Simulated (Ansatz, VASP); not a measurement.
# One calculation of Li2ZnO2, two programs

```
Li Zn O
1.0
     4.69262    0.00000    0.00000
     0.00000    4.69262    0.00000
     0.00000    0.00000    4.69262
Li Zn O
4 2 4
Direct
  0.25000 0.25000 0.25000
  0.75000 0.75000 0.25000
  0.75000 0.25000 0.75000
  0.25000 0.75000 0.75000
  0.00000 0.00000 0.00000
  0.50000 0.50000 0.50000
  0.75000 0.75000 0.75000
  0.25000 0.25000 0.75000
  0.25000 0.75000 0.25000
  0.75000 0.25000 0.25000
```

Alike in both runs: functional PBE; k mesh 6 × 6 × 6; occupations gaussian, width 0.02 eV; no spin polarisation.

Ansatz relaxed the structure, and its values are those at the end. VASP's run is a single point on that final structure, the one shown.

```csv
,VASP,Ansatz
version,VASP 6.6.1,Ansatz 0.2.0
potentials or method,"VASP PAW PBE potentials, release 64 (Li_sv, Zn, O), cutoff 520 eV","scalar-relativistic, plane waves, PAW"
valence electrons in the cell,60,60
```

Ansatz gave:

```
gap on the k mesh at the Fermi level (eV) : 1.27
least direct gap on the mesh (eV)         : 1.36
```

Task: What did VASP give for the same quantities?

Result: gap on the k mesh at the Fermi level (eV): 1.26; least direct gap on the mesh (eV): 1.35.

With one functional, cell and mesh, what is left measures potentials, basis and numerics.

Noted on VASP's run: the cutoff is under 1.25 times that of the potentials, so the pressure is a little rough.
